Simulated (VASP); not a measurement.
# Pt3Cl in VASP: single point with PBE

Aim: the single point of Pt3Cl with PBE.

All numbers are computed with VASP 6.6.1; they aren't measurements. Logs are shortened: lines on timing, memory, paths and dates and some standing lists are left out, and cuts for length are marked.

### Step 1. The cell of the first run

The cell holds a slab with vacuum, 4 atoms: a = 2.807 Å, b = 2.807 Å, c = 19.351 Å, α = 90.00°, β = 90.00°, γ = 90.00°.

### Step 2. Single point, PBE

INCAR

```
PREC = Accurate
ENCUT = 400
EDIFF = 1E-6
ISMEAR = 0
SIGMA = 0.1
LREAL = F
LASPH = T
NELM = 120
ALGO = Normal
ISIF = 2
LWAVE = F
LCHARG = T
LDIPOL = T
IDIPOL = 3
DIPOL = 0.5 0.5 0.360
GGA = PE
LELF = T
LVHAR = T
LVACPOTAV = T
NBANDS = 26
GGA_COMPAT = F
NELMDL = -8
```

KPOINTS

```
regular mesh
0
Gamma
  9 9 1
```

POSCAR

```
Pt3Cl
1.0
    2.8071640675      0.0000000000      0.0000000000
    0.0000000000      2.8071640675      0.0000000000
    0.0000000000      0.0000000000     19.3513901305
Pt Cl
3 1
Direct
    0.5000000000      0.5000000000      0.2067034964
    0.0000000000      0.0000000000      0.3062505503
    0.5719741446      0.4665670447      0.4096785835
    0.6666666667      0.8333333333      0.5186601219
```

Potentials or basis: VASP PAW PBE potentials, release 64 (Pt, Cl).

The run is started by

```bash
> cat potpaw_PBE.64/Pt/POTCAR potpaw_PBE.64/Cl/POTCAR > POTCAR
> mpirun -np 1 vasp_std > vasp.out
```

OUTCAR:

```text
PREC = Accurate
   ENCUT = 400
   EDIFF = 1E-6
   ISMEAR = 0
   LREAL = F
   LASPH = T
   NELM = 120
   ISIF = 2
   GGA = PE
   NELMDL = -8

 ion  position               nearest neighbor table
   1  0.500  0.500  0.207-   2 2.77   2 2.77   2 2.77   2 2.77
   2  0.000  0.000  0.306-   3 2.68   1 2.77   1 2.77   1 2.77   1 2.77   3 2.77   3 2.88   3 2.97

   3  0.572  0.467  0.410-   4 2.36   2 2.68   4 2.77   2 2.77   2 2.88   2 2.97
   4  0.667  0.833  0.519-   3 2.36   3 2.77

  LATTYP: Found a simple tetragonal cell.
 ALAT       =     2.8071640675
 C/A-ratio  =     6.8935728961

  Lattice vectors:

 A1 = (   2.8071640675,   0.0000000000,   0.0000000000)
 A2 = (   0.0000000000,   2.8071640675,   0.0000000000)
 A3 = (   0.0000000000,   0.0000000000,  19.3513901305)

Analysis of symmetry for initial positions (statically):
=====================================================================
 Subroutine PRICEL returns:
 Original cell was already a primitive cell.

 Routine SETGRP: Setting up the symmetry group for a
 simple tetragonal supercell.

 Subroutine GETGRP returns: Found  1 space group operations
 (whereof  1 operations were pure point group operations)
 out of a pool of 16 trial point group operations.

The static configuration has the point symmetry C_1 .

Analysis of symmetry for dynamics (positions and initial velocities):
=====================================================================
 Subroutine PRICEL returns:
 Original cell was already a primitive cell.

 Routine SETGRP: Setting up the symmetry group for a
 simple tetragonal supercell.

 Subroutine GETGRP returns: Found  1 space group operations
 (whereof  1 operations were pure point group operations)
 out of a pool of 16 trial point group operations.

The dynamic configuration has the point symmetry C_1 .

 Subroutine INISYM returns: Found  1 space group operations
 (whereof  1 operations are pure point group operations),
 and found     1 'primitive' translations

----------------------------------------------------------------------------------------

                                     Primitive cell

  volume of cell :     152.4922

  direct lattice vectors                    reciprocal lattice vectors
     2.807164068  0.000000000  0.000000000     0.356231405  0.000000000  0.000000000
     0.000000000  2.807164068  0.000000000     0.000000000  0.356231405  0.000000000
     0.000000000  0.000000000 19.351390131     0.000000000  0.000000000  0.051675874

  length of vectors
     2.807164068  2.807164068 19.351390131     0.356231405  0.356231405  0.051675874

  position of ions in fractional coordinates (direct lattice)
     0.500000000  0.500000000  0.206703496
     0.000000000  0.000000000  0.306250550
     0.571974145  0.466567045  0.409678584
     0.666666667  0.833333333  0.518660122

  ion indices of the primitive-cell ions
   primitive index   ion index
                 1           1
                 2           2
                 3           3
                 4           4

----------------------------------------------------------------------------------------

 KPOINTS: regular mesh

Automatic generation of k-mesh.
 Grid dimensions read from file:
 generate k-points for:    9    9    1

 Generating k-lattice:

  Cartesian coordinates                     Fractional coordinates (reciprocal lattice)
     0.039581267  0.000000000  0.000000000     0.111111111  0.000000000  0.000000000
     0.000000000  0.039581267  0.000000000     0.000000000  0.111111111  0.000000000
     0.000000000  0.000000000  0.051675874     0.000000000  0.000000000  1.000000000

  Length of vectors
     0.039581267  0.039581267  0.051675874

  Shift w.r.t. Gamma in fractional coordinates (k-lattice)
     0.000000000  0.000000000  0.000000000

 Subroutine IBZKPT returns following result:
 ===========================================

 Found     41 irreducible k-points:

 Following reciprocal coordinates:
            Coordinates               Weight
  0.000000  0.000000  0.000000      1.000000
  0.111111  0.000000  0.000000      2.000000
  0.000000  0.111111  0.000000      2.000000
  0.222222  0.000000  0.000000      2.000000
  0.000000  0.222222  0.000000      2.000000
  0.333333  0.000000  0.000000      2.000000
[... 16 lines left out ...]
  0.111111  0.444444  0.000000      2.000000
  0.222222  0.222222  0.000000      2.000000
 [... further k-points ...]
   k-points           NKPTS =     41   k-points in BZ     NKDIM =     41   number of bands    NBANDS=     26
   number of dos      NEDOS =    301   number of ions     NIONS =      4
   total plane-waves  NPLWV =  40824
   dimension x,y,z NGX =    18 NGY =   18 NGZ =  126
   dimension x,y,z NGXF=    36 NGYF=   36 NGZF=  252
   ions per type =               3   1
   NGX,Y,Z   is equivalent  to a cutoff of  10.66, 10.66, 10.82 a.u.
   NGXF,Y,Z  is equivalent  to a cutoff of  21.32, 21.32, 21.65 a.u.
 SYSTEM =  unknown system
   PREC   = accura    normal or accurate (medium, high low for compatibility)
   ISTART =      0    job   : 0-new  1-cont  2-samecut
   ICHARG =      2    charge: 1-file 2-atom 10-const
   ISPIN  =      1    spin polarized calculation?
   LNONCOLLINEAR =      F non collinear calculations
   LSORBIT =      F    spin-orbit coupling
   LASPH  =      T    aspherical Exc in radial PAW
   ENCUT  =  400.0 eV  29.40 Ry    5.42 a.u.   4.58  4.58 31.56*2*pi/ulx,y,z
   NELM   =    120;   NELMIN=  2; NELMDL= -8     # of ELM steps
   EDIFF  = 0.1E-05   stopping-criterion for ELM
   LREAL  =      F    real-space projection
   EDIFFG = 0.1E-04   stopping-criterion for IOM
   NSW    =      0    number of steps for IOM
   IBRION =     -1    ionic relax: 0-MD 1-quasi-New 2-CG
   NFREE  =      0    steps in history (QN), initial steepest desc. (CG)
   ISIF   =      2    stress and relaxation
   ISYM   =      2    0-nonsym 1-usesym 2-fastsym
   POTIM  = 0.5000    time-step for ionic-motion
   TEBEG  =    0.0;   TEEND  =   0.0 temperature during run
   PSTRESS=    0.0 pullay stress
   NELECT =      37.0000    total number of electrons
   NUPDOWN=      -1.0000    fix difference up-down
   EMIN   =  10.00;   EMAX   =-10.00  energy-range for DOS
   EFERMI =   0.00;   METHOD = LEGACY
   ISMEAR =     0;   SIGMA  =   0.10  broadening in eV -4-tet -1-fermi 0-gaus
   EFERMI_NEDOS =   21; number of points for ismear=-14 and -15
   IALGO  =     38    algorithm
   IMIX   =      4    mixing-type and parameters
     AMIX     =   0.40;   BMIX     =  1.00
     AMIX_MAG =   1.60;   BMIX_MAG =  1.00
  volume/ion in A,a.u.               =      38.12       257.27
  Fermi-wavevector in a.u.,A,eV,Ry     =   1.021079  1.929560 14.185475  1.042603
  Thomas-Fermi vector in A             =   2.154684
   LORBIT       =      0    0 simple, 1 ext, 2 COOP (PROOUT), +10 PAW based schemes
   GGA     = PE    functional components
   LHFCALC =     F    Hartree Fock is set to
   AEXX    =    0.0000 exact exchange contribution
   IVDW    =     0    specifies the selected vdW correction
   LEPSILON=     F    determine dielectric tensor
   LRPA    =     F    only Hartree local field effects (RPA)
 non-spin polarized calculation
 Gauss-broadening in eV      SIGMA  =   0.10
  energy-cutoff  :      400.00
  volume of cell :      152.49
 maximum number of plane-waves:      2819
   NGX =  9   NGY =  9   NGZ = 63

 dipolmoment           0.000000      0.000000     -0.005434 electrons x Angstroem

 number of electron      36.9999995 magnetization

 dipolmoment           0.000000      0.000000      0.001952 electrons x Angstroem

 Free energy of the ion-electron system (eV)
  ---------------------------------------------------
  ext. energy  EPLUGINS =         0.00000000
  ---------------------------------------------------
  free energy    TOTEN  =       -18.58722790 eV

  energy without entropy =      -18.55396705  energy(sigma->0) =      -18.57059747

 E-fermi :   0.5381     XC(G=0):  -6.0824

 val. band max:        0.5352803377   @ k =   0.2222   0.2222   0.0000
 cond. band min:       0.5543801204   @ k =  -0.3333   0.2222   0.0000
 fundamental gap:      0.0190997827
 Fermi energy:         0.5381108296

 k-point     1 :       0.0000    0.0000    0.0000
  band No.  band energies     occupation
      1     -15.9840      2.00000
      2      -8.3031      2.00000
      3      -6.3070      2.00000
      4      -5.6404      2.00000
      5      -5.3320      2.00000
      6      -4.5740      2.00000
[... 18 lines left out ...]
     25       6.8697      0.00000
     26       7.5832      0.00000

 k-point     2 :       0.1111    0.0000    0.0000
  band No.  band energies     occupation
      1     -15.8665      2.00000
      2      -8.0192      2.00000
      3      -6.1311      2.00000
      4      -5.4489      2.00000
      5      -5.1134      2.00000
      6      -4.3605      2.00000
[... 18 lines left out ...]
     25       7.1715      0.00000
     26       7.7861      0.00000

 k-point     3 :       0.0000    0.1111    0.0000
  band No.  band energies     occupation
      1     -15.8617      2.00000
      2      -8.0127      2.00000
      3      -6.0597      2.00000
      4      -5.4357      2.00000
      5      -5.1454      2.00000
      6      -4.5899      2.00000
[... 18 lines left out ...]
     25       7.0997      0.00000
     26       7.7782      0.00000

 k-point     4 :       0.2222    0.0000    0.0000
  band No.  band energies     occupation
      1     -15.5463      2.00000
      2      -7.2809      2.00000
      3      -5.8420      2.00000
      4      -5.1536      2.00000
      5      -4.5006      2.00000
      6      -3.9353      2.00000
[... 18 lines left out ...]
     25       7.8779      0.00000
     26       8.4069      0.00000
[... 496 lines left out ...]
      1     -14.7070      2.00000
      2      -5.8708      2.00000
      3      -5.5789      2.00000
      4      -5.1978      2.00000
      5      -4.5886      2.00000
      6      -3.8537      2.00000
[... 18 lines left out ...]
     25       8.4903      0.00000
     26       9.5097      0.00000

 k-point    23 :       0.1111    0.4444    0.0000
  band No.  band energies     occupation
      1     -14.6572      2.00000
      2      -6.0732      2.00000
      3      -5.7193      2.00000
      4      -5.2017      2.00000
      5      -4.6136      2.00000
      6      -3.9831      2.00000
[... 18 lines left out ...]
     25       8.5146      0.00000
     26       9.4050      0.00000

 k-point    24 :       0.2222    0.2222    0.0000
  band No.  band energies     occupation
      1     -15.0998      2.00000
      2      -6.2826      2.00000
      3      -4.9545      2.00000
      4      -4.4678      2.00000
      5      -4.2873      2.00000
      6      -4.0256      2.00000
[... 18 lines left out ...]
     25       8.5362      0.00000
     26       9.5166      0.00000

 [... further k-points ...]
[... 5 lines left out ...]
  --------------------------------------------------------------------------------------
  -------------------------------------------------------------------------------------
  Total       -0.2275043      0.5226809     -0.0809769     -0.4691070     -0.2747100     -1.1391901
  in kB       -2.3902999      5.4916072     -0.8507934     -4.9287271     -2.8862723    -11.9690317
  external PRESSURE =       0.7501713 kB  Pullay stress =       0.0000000 kB

 VOLUME and BASIS-vectors are now :
 -----------------------------------------------------------------------------
  energy-cutoff  :      400.00
  volume of cell :      152.49
      direct lattice vectors                 reciprocal lattice vectors
     2.807164068  0.000000000  0.000000000     0.356231405  0.000000000  0.000000000
     0.000000000  2.807164068  0.000000000     0.000000000  0.356231405  0.000000000
     0.000000000  0.000000000 19.351390131     0.000000000  0.000000000  0.051675874

 POSITION                                       TOTAL-FORCE (eV/Angst)
 -----------------------------------------------------------------------------------
      1.40358      1.40358      4.00000        -0.065783      0.072058     -0.038930
      0.00000      0.00000      5.92637         0.369546     -0.048221      0.053194
      1.60563      1.30973      7.92785         0.008763      0.016948      0.021043
      1.87144      2.33930     10.03679        -0.312525     -0.040785     -0.035308
 -----------------------------------------------------------------------------------
    total drift:                                0.000208      0.000273      0.000022

  FREE ENERGIE OF THE ION-ELECTRON SYSTEM (eV)
  ---------------------------------------------------
  free  energy   TOTEN  =       -18.5872279020 eV

  energy  without entropy=      -18.5539670462  energy(sigma->0) =      -18.57059747

 vacuum level on the upper side and lower side of the slab         6.218         6.173
```

Run time: 1.7 min. Hardware: 1 thread of AMD EPYC 9R45 (Zen 5), shared host; peak memory 0.22 GiB.

Results:

```
Free energy            : -18.5872 eV
Largest force          : 0.376 eV/Å
Band gap on the k mesh : zero (an odd number of electrons rules out a gap without spin polarisation)
```

Forces in eV/Å, atoms in the order of the input:
```
Pt  -0.066  0.072 -0.039
Pt   0.370 -0.048  0.053
Pt   0.009  0.017  0.021
Cl  -0.313 -0.041 -0.035
```

Caveat: spin-orbit coupling is left out, which moves the levels of the heavy elements; an odd number of electrons without spin polarisation forces a metal; a magnetic or distorted state may lie lower.
